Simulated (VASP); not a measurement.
A run of VASP 6.6.1:

File INCAR:

```
SYSTEM = Cd4TeO3
PREC     = Accurate       ! precision mode
ENCUT    = 520            ! plane-wave cutoff, eV
EDIFF    = 1E-6           ! SCF threshold, eV
ISMEAR   = 0              ! smearing method
SIGMA    = 0.1            ! smearing width, eV
LREAL    = .FALSE.        ! projectors in reciprocal space
LASPH    = .TRUE.         ! aspherical terms in the spheres
NELM     = 60             ! most SCF steps
ALGO     = Normal         ! electronic algorithm
ISIF     = 2              ! what is computed and relaxed
LWAVE    = .FALSE.        ! write WAVECAR
LCHARG   = .FALSE.        ! write CHGCAR
GGA      = PE             ! functional
NBANDS   = 46             ! bands
```

KPOINTS

```
Automatic mesh
0
G
  12 12 4
  0 0 0
```

The input POSCAR:

```
Cd4TeO3
1.0
    3.8276066869      0.0000000000      0.0000000000
   -1.9138033435      3.3148046266      0.0000000000
    0.0000000000      0.0000000000     12.9325448824
Cd Te O
4 1 3
Direct
    0.3333333333      0.6666666667      0.4602115824
    0.3333333333      0.6666666667      0.8832071284
    0.0000000000      0.0000000000      0.6692474606
    0.0000000000      0.0000000000      0.2515952226
    0.0000000000      0.0000000000      0.0178302215
    0.3333333333      0.6666666667      0.2852210064
    0.3333333333      0.6666666667      0.7160077192
    0.0000000000      0.0000000000      0.4966796589
```

Potentials or basis: VASP PAW PBE potentials, release 64 (Cd, Te, O).

Command:

```console
$ cat potpaw_PBE.64/Cd/POTCAR potpaw_PBE.64/Te/POTCAR potpaw_PBE.64/O/POTCAR > POTCAR
$ mpirun -np 1 vasp_std > vasp.out
```

Hardware: 1 thread of Intel Xeon 6975P-C, with other jobs on the host.

Task: Estimate the wall time of this run.

Result: Run time: 9.6 min on 1 thread of Intel Xeon 6975P-C, on a shared host, peak memory 0.55 GiB. Counts: scf iterations 17, k points 69.
